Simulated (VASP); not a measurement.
Here is a VASP 6.6.1 calculation.

File INCAR:

```
ALGO = Fast
EDIFF = 1E-6
ENCUT = 520
GGA = PE
ISIF = 2
ISMEAR = 0
LASPH = True
LCHARG = False
LREAL = False
LWAVE = False
NBANDS = 28
NELM = 60
PREC = Accurate
SIGMA = 0.2
```

File KPOINTS:

```
k-points
0
Gamma
  8 4 4
```

POSCAR

```
Ta2Al5
1.0
    0.0000000000      0.0000000000      2.8601582897
    3.5943170300     -5.9013997760      0.0000000000
    3.5943170300      5.9013997760      0.0000000000
Ta Al
2 5
Direct
    0.5000000000      0.7111571872      0.2888428128
    0.5000000000      0.2888428128      0.7111571872
    0.0000000000      0.3034219300      0.0684218412
    0.0000000000      0.6965780700      0.9315781588
    0.0000000000      0.9315781588      0.6965780700
    0.0000000000      0.0684218412      0.3034219300
    0.0000000000      0.5000000000      0.5000000000
```

Potentials or basis: VASP PAW PBE potentials, release 64 (Ta_pv, Al).

Run with:

```bash
$ cat potpaw_PBE.64/Ta_pv/POTCAR potpaw_PBE.64/Al/POTCAR > POTCAR
$ mpirun -np 1 vasp_std > vasp.out
```

Problem. What does it give for the pressure?

Solution. 0.1 GPa.

Problem. What does it give for the largest force?

Solution. 0.081 eV/Å.

Stress tensor (GPa, compression positive):
```
-0.42  0.00  0.00
 0.00 -0.45  0.00
 0.00  0.00  1.13
```
